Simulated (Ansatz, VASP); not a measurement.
## Te in VASP and in Ansatz

The input INCAR:

```
SYSTEM = Te
  PREC = Accurate
  ENCUT = 520
  EDIFF = 1E-6
  ISMEAR = -1
  SIGMA = 0.1
  LREAL = .False.
  LASPH = .True.
  NELM = 80
  ALGO = Normal
  ISIF = 2
  LWAVE = .False.
  LCHARG = .False.
  NBANDS = 9
```

KPOINTS

```
regular mesh
0
Gamma
  12 12 12
  0 0 0
```

Contents of POSCAR:

```
Te
1.0
    2.4020440411      0.0000000000      0.0000000000
    0.0000000000      2.4020440411      0.0000000000
    0.0000000000      0.0000000000      2.4020440411
Te
1
Direct
    0.0000000000      0.0000000000      0.0000000000
```

Input for Ansatz:

```yaml
crystal:
  lattice:
    - [2.4020440411, 0.0, 0.0]
    - [0.0, 2.4020440411, 0.0]
    - [0.0, 0.0, 2.4020440411]
  atoms:
    - { symbol: Te, position: [0.0, 0.0, 0.0] }
kpoints:
  mp_grid: { grid: [12, 12, 12] }
scf:
  occupations: { method: fermi_dirac, width: 0.1 }
hamiltonian:
  xc: lda
  pseudopotentials: { kind: all_electron, lapw: { basis_error: 0.001 } }
output:
  forces: true
  stress: true
  eigenvalues: true
  populations: true
```

Change from the starting cell: volume scaled by 0.45, LAPW.

Alike in both runs: task single point; functional LDA; k mesh 12 × 12 × 12; occupations fermi-dirac, width 0.1 eV; no spin polarisation.

|  | VASP | Ansatz |
| --- | --- | --- |
| version | VASP 6.6.1 | Ansatz 0.2.0 |
| potentials or method | VASP PAW LDA potentials, release 64 (Te), cutoff 520 eV | all-electron LAPW, scalar-relativistic |

|  | VASP | Ansatz | Ansatz less VASP |
| --- | --- | --- | --- |
| pressure (GPa) | 259.8 | 253.3 | -6.46 |

LDA's correlation is that of Perdew and Zunger in VASP and of Perdew and Wang (1992) in Ansatz. Both programs put the cell under a high pressure, so it lies far from rest at this level. Ansatz ran all-electron here, and VASP with PAW potentials.

Spin-orbit coupling is off throughout. Noted on VASP's run: the cell as given lies far from equilibrium.
